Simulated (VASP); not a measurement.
# Cs (Im-3m) in VASP: notebook

Cs is run at these levels: PBE; tasks: single point.

All numbers are computed with VASP 6.6.1; they aren't measurements. Logs are shortened: lines on timing, memory, paths and dates and some standing lists are left out, and cuts for length are marked.

## Step 1: The cell of the first run

Symmetry: Im-3m, No. 229, cubic system. Conventional cell: a = 5.923 Å, b = 5.923 Å, c = 5.923 Å, α = 90.00°, β = 90.00°, γ = 90.00°.

## Step 2: Single point, PBE (volume scaled by 0.9405)

File INCAR:

```
  ALGO = Normal
  EDIFF = 1E-6
  ENCUT = 520
  GGA = PE
  ISIF = 2
  ISMEAR = -1
  LASPH = True
  LCHARG = True
  LELF = True
  LREAL = False
  LVHAR = True
  LWAVE = False
  NBANDS = 10
  NELM = 100
  PREC = Accurate
  SIGMA = 0.05
```

File KPOINTS:

```
k-points
0
Gamma
  9 9 9
```

File POSCAR:

```
Cs
1.0
   -2.9613238849      2.9613238849      2.9613238849
    2.9613238849     -2.9613238849      2.9613238849
    2.9613238849      2.9613238849     -2.9613238849
Cs
1
Direct
    0.0000000000      0.0000000000      0.0000000000
```

Potentials or basis: VASP PAW PBE potentials, release 64 (Cs_sv).

On the command line:

```
> cat potpaw_PBE.64/Cs_sv/POTCAR > POTCAR
> mpirun -np 1 vasp_std > vasp.out
```

OUTCAR:

```text
EDIFF = 1E-6
   ENCUT = 520
   GGA = PE
   ISIF = 2
   ISMEAR = -1
   LASPH = True
   LREAL = False
   NELM = 100
   PREC = Accurate

 ion  position               nearest neighbor table
   1  0.000  0.000  0.000-

  LATTYP: Found a body centered cubic cell.
 ALAT       =     5.9226477698

  Lattice vectors:

 A1 = (  -2.9613238849,   2.9613238849,   2.9613238849)
 A2 = (   2.9613238849,  -2.9613238849,   2.9613238849)
 A3 = (   2.9613238849,   2.9613238849,  -2.9613238849)

Analysis of symmetry for initial positions (statically):
=====================================================================
 Subroutine PRICEL returns:
 Original cell was already a primitive cell.

 Routine SETGRP: Setting up the symmetry group for a
 body centered cubic supercell.

 Subroutine GETGRP returns: Found 48 space group operations
 (whereof 48 operations were pure point group operations)
 out of a pool of 48 trial point group operations.

The static configuration has the point symmetry O_h .

Analysis of symmetry for dynamics (positions and initial velocities):
=====================================================================
 Subroutine PRICEL returns:
 Original cell was already a primitive cell.

 Routine SETGRP: Setting up the symmetry group for a
 body centered cubic supercell.

 Subroutine GETGRP returns: Found 48 space group operations
 (whereof 48 operations were pure point group operations)
 out of a pool of 48 trial point group operations.

The dynamic configuration has the point symmetry O_h .

 Subroutine INISYM returns: Found 48 space group operations
 (whereof 48 operations are pure point group operations),
 and found     1 'primitive' translations

----------------------------------------------------------------------------------------

                                     Primitive cell

  volume of cell :     103.8766

  direct lattice vectors                    reciprocal lattice vectors
    -2.961323885  2.961323885  2.961323885     0.000000000  0.168843402  0.168843402
     2.961323885 -2.961323885  2.961323885     0.168843402  0.000000000  0.168843402
     2.961323885  2.961323885 -2.961323885     0.168843402  0.168843402  0.000000000

  length of vectors
     5.129163426  5.129163426  5.129163426     0.238780629  0.238780629  0.238780629

  position of ions in fractional coordinates (direct lattice)
     0.000000000  0.000000000  0.000000000

  ion indices of the primitive-cell ions
   primitive index   ion index
                 1           1

----------------------------------------------------------------------------------------

 KPOINTS: k-points

Automatic generation of k-mesh.
 Grid dimensions read from file:
 generate k-points for:    9    9    9

 Generating k-lattice:

  Cartesian coordinates                     Fractional coordinates (reciprocal lattice)
     0.000000000  0.018760378  0.018760378     0.111111111  0.000000000  0.000000000
     0.018760378  0.000000000  0.018760378     0.000000000  0.111111111  0.000000000
     0.018760378  0.018760378  0.000000000     0.000000000  0.000000000  0.111111111

  Length of vectors
     0.026531181  0.026531181  0.026531181

  Shift w.r.t. Gamma in fractional coordinates (k-lattice)
     0.000000000  0.000000000  0.000000000

 Subroutine IBZKPT returns following result:
 ===========================================

 Found     35 irreducible k-points:

 Following reciprocal coordinates:
            Coordinates               Weight
  0.000000  0.000000  0.000000      1.000000
  0.111111  0.000000  0.000000     12.000000
  0.222222  0.000000  0.000000     12.000000
  0.333333  0.000000  0.000000     12.000000
  0.444444  0.000000  0.000000     12.000000
  0.111111  0.111111  0.000000     24.000000
[... 16 lines left out ...]
 -0.333333  0.444444  0.111111     48.000000
 -0.444444 -0.444444  0.111111     24.000000
 [... further k-points ...]
   k-points           NKPTS =     35   k-points in BZ     NKDIM =     35   number of bands    NBANDS=     10
   number of dos      NEDOS =    301   number of ions     NIONS =      1
   total plane-waves  NPLWV =  64000
   dimension x,y,z NGX =    40 NGY =   40 NGZ =   40
   dimension x,y,z NGXF=    80 NGYF=   80 NGZF=   80
   ions per type =               1
   NGX,Y,Z   is equivalent  to a cutoff of  12.96, 12.96, 12.96 a.u.
   NGXF,Y,Z  is equivalent  to a cutoff of  25.93, 25.93, 25.93 a.u.
 SYSTEM =  unknown system
   PREC   = accura    normal or accurate (medium, high low for compatibility)
   ISTART =      0    job   : 0-new  1-cont  2-samecut
   ICHARG =      2    charge: 1-file 2-atom 10-const
   ISPIN  =      1    spin polarized calculation?
   LNONCOLLINEAR =      F non collinear calculations
   LSORBIT =      F    spin-orbit coupling
   LASPH  =      T    aspherical Exc in radial PAW
   ENCUT  =  520.0 eV  38.22 Ry    6.18 a.u.   9.54  9.54  9.54*2*pi/ulx,y,z
   NELM   =    100;   NELMIN=  2; NELMDL= -5     # of ELM steps
   EDIFF  = 0.1E-05   stopping-criterion for ELM
   LREAL  =      F    real-space projection
   EDIFFG = 0.1E-04   stopping-criterion for IOM
   NSW    =      0    number of steps for IOM
   IBRION =     -1    ionic relax: 0-MD 1-quasi-New 2-CG
   NFREE  =      0    steps in history (QN), initial steepest desc. (CG)
   ISIF   =      2    stress and relaxation
   ISYM   =      2    0-nonsym 1-usesym 2-fastsym
   POTIM  = 0.5000    time-step for ionic-motion
   TEBEG  =    0.0;   TEEND  =   0.0 temperature during run
   PSTRESS=    0.0 pullay stress
   NELECT =       9.0000    total number of electrons
   NUPDOWN=      -1.0000    fix difference up-down
   EMIN   =  10.00;   EMAX   =-10.00  energy-range for DOS
   EFERMI =   0.00;   METHOD = LEGACY
   ISMEAR =    -1;   SIGMA  =   0.05  broadening in eV -4-tet -1-fermi 0-gaus
   EFERMI_NEDOS =   21; number of points for ismear=-14 and -15
   IALGO  =     38    algorithm
   IMIX   =      4    mixing-type and parameters
     AMIX     =   0.40;   BMIX     =  1.00
     AMIX_MAG =   1.60;   BMIX_MAG =  1.00
  volume/ion in A,a.u.               =     103.88       700.99
  Fermi-wavevector in a.u.,A,eV,Ry     =   0.724408  1.368932  7.139883  0.524767
  Thomas-Fermi vector in A             =   1.814870
   LORBIT       =      0    0 simple, 1 ext, 2 COOP (PROOUT), +10 PAW based schemes
   GGA     = PE    functional components
[... 5 lines left out ...]
 non-spin polarized calculation
  energy-cutoff  :      520.00
  volume of cell :      103.88
 maximum number of plane-waves:      2817
 NGX is ok and might be reduce to    40
   NGX = 19   NGY = 19   NGZ = 19

 number of electron       9.0000001 magnetization

 Free energy of the ion-electron system (eV)
  ---------------------------------------------------
  ext. energy  EPLUGINS =         0.00000000
  ---------------------------------------------------
  free energy    TOTEN  =        -0.84693421 eV

  energy without entropy =       -0.83692324  energy(sigma->0) =       -0.84192872

 E-fermi :   0.7229     XC(G=0):  -5.6699

 val. band max:        0.6199555733   @ k =   0.4444   0.0000   0.0000
 cond. band min:       0.7253636274   @ k =  -0.3333   0.4444   0.1111
 fundamental gap:      0.1054080541
 Fermi energy:         0.7229260872

 k-point     1 :       0.0000    0.0000    0.0000
  band No.  band energies     occupation
      1     -23.0850      2.00000
      2      -9.8092      2.00000
      3      -9.8092      2.00000
      4      -9.8092      2.00000
      5      -1.0600      2.00000
      6       3.2746      0.00000
      7       3.2746      0.00000
      8       3.2746      0.00000
      9       4.2077      0.00000
     10       4.2077      0.00000

 k-point     2 :       0.1111    0.0000    0.0000
  band No.  band energies     occupation
      1     -23.0837      2.00000
      2      -9.8328      2.00000
      3      -9.8166      2.00000
      4      -9.8093      2.00000
      5      -0.9090      2.00000
      6       3.1169      0.00000
      7       3.1261      0.00000
      8       3.4279      0.00000
      9       4.0000      0.00000
     10       4.1812      0.00000

 k-point     3 :       0.2222    0.0000    0.0000
  band No.  band energies     occupation
      1     -23.0805      2.00000
      2      -9.8914      2.00000
      3      -9.8354      2.00000
      4      -9.8095      2.00000
      5      -0.4880      2.00000
      6       2.6179      0.00000
      7       2.8008      0.00000
      8       3.8784      0.00000
      9       4.0108      0.00000
     10       4.1843      0.00000

 k-point     4 :       0.3333    0.0000    0.0000
  band No.  band energies     occupation
      1     -23.0768      2.00000
      2      -9.9559      2.00000
      3      -9.8566      2.00000
      4      -9.8097      2.00000
      5       0.0992      1.99999
      6       2.1013      0.00000
      7       2.5232      0.00000
      8       4.1551      0.00000
      9       4.3255      0.00000
     10       4.5969      0.00000

 k-point     5 :       0.4444    0.0000    0.0000
  band No.  band energies     occupation
      1     -23.0744      2.00000
      2      -9.9968      2.00000
      3      -9.8702      2.00000
      4      -9.8099      2.00000
      5       0.6200      1.77379
      6       1.7680      0.00000
      7       2.3704      0.00000
      8       4.1108      0.00000
      9       4.6158      0.00000
     10       5.4162      0.00000

 k-point     6 :       0.1111    0.1111    0.0000
  band No.  band energies     occupation
      1     -23.0815      2.00000
      2      -9.8731      2.00000
      3      -9.8251      2.00000
      4      -9.8149      2.00000
      5      -0.6218      2.00000
      6       2.7980      0.00000
      7       2.8707      0.00000
      8       3.7325      0.00000
      9       3.8363      0.00000
     10       4.3175      0.00000

 k-point     7 :       0.2222    0.1111    0.0000
  band No.  band energies     occupation
      1     -23.0780      2.00000
      2      -9.9295      2.00000
      3      -9.8479      2.00000
      4      -9.8173      2.00000
      5      -0.1062      2.00000
      6       2.3036      0.00000
      7       2.5727      0.00000
      8       3.9037      0.00000
      9       4.2896      0.00000
     10       4.4866      0.00000

 k-point     8 :       0.3333    0.1111   -0.0000
  band No.  band energies     occupation
      1     -23.0750      2.00000
      2      -9.9766      2.00000
      3      -9.8702      2.00000
      4      -9.8181      2.00000
      5       0.4949      1.97932
      6       1.8887      0.00000
      7       2.3679      0.00000
      8       4.0105      0.00000
      9       4.5735      0.00000
     10       5.0144      0.00000

 k-point     9 :       0.4444    0.1111    0.0000
  band No.  band energies     occupation
      1     -23.0738      2.00000
      2      -9.9947      2.00000
      3      -9.8792      2.00000
      4      -9.8184      2.00000
      5       0.8317      0.20394
      6       1.6914      0.00000
      7       2.2934      0.00000
      8       3.9447      0.00000
      9       4.6988      0.00000
     10       5.5143      0.00000
[... 118 lines left out ...]
 k-point    19 :      -0.2222    0.2222    0.1111
  band No.  band energies     occupation
      1     -23.0794      2.00000
      2      -9.8908      2.00000
      3      -9.8434      2.00000
      4      -9.8278      2.00000
      5      -0.3504      2.00000
      6       2.6360      0.00000
      7       2.8912      0.00000
      8       3.3802      0.00000
      9       3.8325      0.00000
     10       4.6180      0.00000

 k-point    20 :      -0.3333    0.3333    0.1111
  band No.  band energies     occupation
      1     -23.0758      2.00000
      2      -9.9516      2.00000
      3      -9.8649      2.00000
      4      -9.8270      2.00000
      5       0.2275      1.99990
      6       2.0846      0.00000
      7       2.6431      0.00000
      8       3.5408      0.00000
      9       4.5406      0.00000
     10       4.5877      0.00000

 k-point    21 :      -0.2222    0.3333    0.1111
  band No.  band energies     occupation
      1     -23.0761      2.00000
      2      -9.9305      2.00000
      3      -9.8663      2.00000
      4      -9.8386      2.00000
      5       0.1380      1.99998
      6       2.2281      0.00000
      7       2.7262      0.00000
      8       3.3783      0.00000
      9       4.2488      0.00000
     10       4.6017      0.00000

 k-point    22 :      -0.4444    0.4444    0.1111
  band No.  band energies     occupation
      1     -23.0735      2.00000
      2      -9.9904      2.00000
      3      -9.8789      2.00000
      4      -9.8264      2.00000
      5       0.7606      0.64034
      6       1.7203      0.00000
      7       2.5017      0.00000
      8       3.5135      0.00000
      9       4.6053      0.00000
     10       5.4407      0.00000

 k-point    23 :      -0.3333    0.4444    0.1111
  band No.  band energies     occupation
      1     -23.0732      2.00000
      2      -9.9679      2.00000
      3      -9.8909      2.00000
      4      -9.8400      2.00000
      5       0.7254      0.97563
      6       1.8301      0.00000
      7       2.4930      0.00000
      8       3.5126      0.00000
      9       4.3069      0.00000
     10       5.0549      0.00000

 k-point    24 :      -0.4444   -0.4444    0.1111
  band No.  band energies     occupation
      1     -23.0721      2.00000
      2      -9.9826      2.00000
      3      -9.9011      2.00000
      4      -9.8399      2.00000
      5       1.1070      0.00092
      6       1.5959      0.00000
      7       2.3595      0.00000
      8       3.4497      0.00000
      9       4.5223      0.00000
     10       5.4157      0.00000

 [... further k-points ...]
[... 5 lines left out ...]
  --------------------------------------------------------------------------------------
  -------------------------------------------------------------------------------------
  Total        0.1782383      0.1782383      0.1782383     -0.0000000      0.0000000      0.0000000
  in kB        2.7491214      2.7491214      2.7491214     -0.0000000      0.0000000      0.0000000
  external PRESSURE =       2.7491214 kB  Pullay stress =       0.0000000 kB

 VOLUME and BASIS-vectors are now :
 -----------------------------------------------------------------------------
  energy-cutoff  :      520.00
  volume of cell :      103.88
      direct lattice vectors                 reciprocal lattice vectors
    -2.961323885  2.961323885  2.961323885     0.000000000  0.168843402  0.168843402
     2.961323885 -2.961323885  2.961323885     0.168843402  0.000000000  0.168843402
     2.961323885  2.961323885 -2.961323885     0.168843402  0.168843402  0.000000000

 POSITION                                       TOTAL-FORCE (eV/Angst)
 -----------------------------------------------------------------------------------
      0.00000      0.00000      0.00000         0.000000     -0.000000      0.000000
 -----------------------------------------------------------------------------------
    total drift:                               -0.000000      0.000000     -0.000000

  FREE ENERGIE OF THE ION-ELECTRON SYSTEM (eV)
  ---------------------------------------------------
  free  energy   TOTEN  =        -0.8469342053 eV

  energy  without entropy=       -0.8369232402  energy(sigma->0) =       -0.84192872
```

Wall time 22 s (1 thread of Intel Xeon Platinum 8259CL at 2.50GHz (Skylake/Cascade Lake), shared host); peak memory 0.24 GiB.

What came out:

- Free energy: -0.8469 eV
- Pressure: 0.3 GPa

Caveat: the cell differs from its parent crystal (volume scaled by 0.9405); spin-orbit coupling is left out, which moves the levels of the heavy elements.

## Step 3: Single point, PBE (volume scaled by 0.97)

File INCAR:

```
  ALGO = Normal
  EDIFF = 1E-7
  ENCUT = 520
  GGA = PE
  ISIF = 2
  ISMEAR = -1
  LASPH = True
  LCHARG = False
  LREAL = False
  LWAVE = False
  NBANDS = 10
  NELM = 60
  PREC = Accurate
  SIGMA = 0.05
```

KPOINTS is that of step 2.

File POSCAR:

```
Cs
1.0
   -2.9919676095      2.9919676095      2.9919676095
    2.9919676095     -2.9919676095      2.9919676095
    2.9919676095      2.9919676095     -2.9919676095
Cs
1
Direct
    0.0000000000      0.0000000000      0.0000000000
```

Potentials or basis: VASP PAW PBE potentials, release 64 (Cs_sv).

On the command line:

```
> cat potpaw_PBE.64/Cs_sv/POTCAR > POTCAR
> mpirun -np 1 vasp_std > vasp.out
```

It took 23 s on 1 thread of Intel Xeon Platinum 8259CL at 2.50GHz (Skylake/Cascade Lake), shared host; peak memory 0.24 GiB.

It converged, with:

```yaml
Free_energy: -0.8518 eV
Pressure: 0.2 GPa
```

Levels at points of the mesh, in eV from the Fermi level:
```tsv
k point	band 1	band 2	band 3	band 4	band 5	band 6	band 7	band 8	band 9	band 10
(0.00, 0.00, 0.00)	-23.82	-10.55	-10.55	-10.55	-1.75	2.53	2.53	2.53	3.44	3.44
```

Caveat: the cell differs from its parent crystal (volume scaled by 0.97); spin-orbit coupling is left out, which moves the levels of the heavy elements.

## Step 4: Single point, PBE

This run uses another cell than the first one, of 110.45 Å³/atom, 1.063 times its volume.

File INCAR:

```
PREC = Accurate
ENCUT = 520
EDIFF = 1E-7
ISMEAR = -1
SIGMA = 0.05
LREAL = False
LASPH = True
NELM = 100
ALGO = Normal
ISIF = 2
LWAVE = False
LCHARG = False
GGA = PE
NBANDS = 10
```

File KPOINTS:

```
regular mesh
0
Gamma
  9 9 9
```

File POSCAR:

```
Cs
1.0
   -3.0225000000      3.0225000000      3.0225000000
    3.0225000000     -3.0225000000      3.0225000000
    3.0225000000      3.0225000000     -3.0225000000
Cs
1
Direct
    0.0000000000      0.0000000000      0.0000000000
```

On the command line:

```
> cat potpaw_PBE.64/Cs_sv/POTCAR > POTCAR
> mpirun -np 1 vasp_std > vasp.out
```

It took 23 s on 1 thread of Intel Xeon Platinum 8259CL at 2.50GHz (Skylake/Cascade Lake), shared host; peak memory 0.24 GiB.

The run converged. Its results:

| Item | Value |
| --- | --- |
| Free energy | -0.8551 eV |
| Pressure | 0.1 GPa |

Levels at points of the mesh, in eV from the Fermi level:
| k point | band 2 | band 3 | band 4 | band 5 | band 6 | band 7 | band 8 | band 9 |
| --- | --- | --- | --- | --- | --- | --- | --- | --- |
| (0.00, 0.00, 0.00) | -10.57 | -10.57 | -10.57 | -1.72 | 2.52 | 2.52 | 2.52 | 3.40 |

Caveat: spin-orbit coupling is left out, which moves the levels of the heavy elements.

## Step 5: Single point, PBE (volume scaled by 1.03)

File INCAR:

```
ALGO = Normal
EDIFF = 1E-6
ENCUT = 520
GGA = PE
ISIF = 2
ISMEAR = -1
LASPH = True
LCHARG = False
LREAL = False
LWAVE = False
NBANDS = 10
NELM = 60
PREC = Accurate
SIGMA = 0.05
```

File KPOINTS:

```
k-points
0
Gamma
  9 9 9
```

File POSCAR:

```
Cs
1.0
   -3.0524276889      3.0524276889      3.0524276889
    3.0524276889     -3.0524276889      3.0524276889
    3.0524276889      3.0524276889     -3.0524276889
Cs
1
Direct
    0.0000000000      0.0000000000      0.0000000000
```

On the command line:

```
> cat potpaw_PBE.64/Cs_sv/POTCAR > POTCAR
> mpirun -np 1 vasp_std > vasp.out
```

Wall time 20 s (1 thread of Intel Xeon Platinum 8259CL at 2.50GHz (Skylake/Cascade Lake), shared host); peak memory 0.24 GiB.

It converged, with:

* Free energy: -0.8569 eV
* Pressure: 0.0 GPa

Levels at points of the mesh, in eV from the Fermi level:
```tsv
k point	band 2	band 3	band 4	band 5	band 6	band 7	band 8	band 9
(0.00, 0.00, 0.00)	-10.60	-10.60	-10.60	-1.69	2.50	2.50	2.50	3.36
```

Caveat: the cell differs from its parent crystal (volume scaled by 1.03); spin-orbit coupling is left out, which moves the levels of the heavy elements.

## Step 6: Summary

| cell | gap on the mesh (eV) | pressure (GPa) |
| --- | --- | --- |
| a = 5.129 Å, angles 109.5°, 1 atom | none | 0.3 |
| a = 5.182 Å, angles 109.5°, 1 atom | none | 0.2 |
| a = 5.235 Å, angles 109.5°, 1 atom | none | 0.1 |
| a = 5.287 Å, angles 109.5°, 1 atom | none | 0.0 |

Alike in all rows: task single point; level PBE; potentials or basis VASP PAW PBE potentials, release 64 (Cs_sv); no spin polarisation; k mesh 9 × 9 × 9; cutoff (eV) 520; smearing fermi-dirac 0.05 eV.

Caveats: spin-orbit coupling is left out, which moves the levels of the heavy elements.

Total energies depend on the potentials used, so only differences within one code and one set of settings carry meaning.
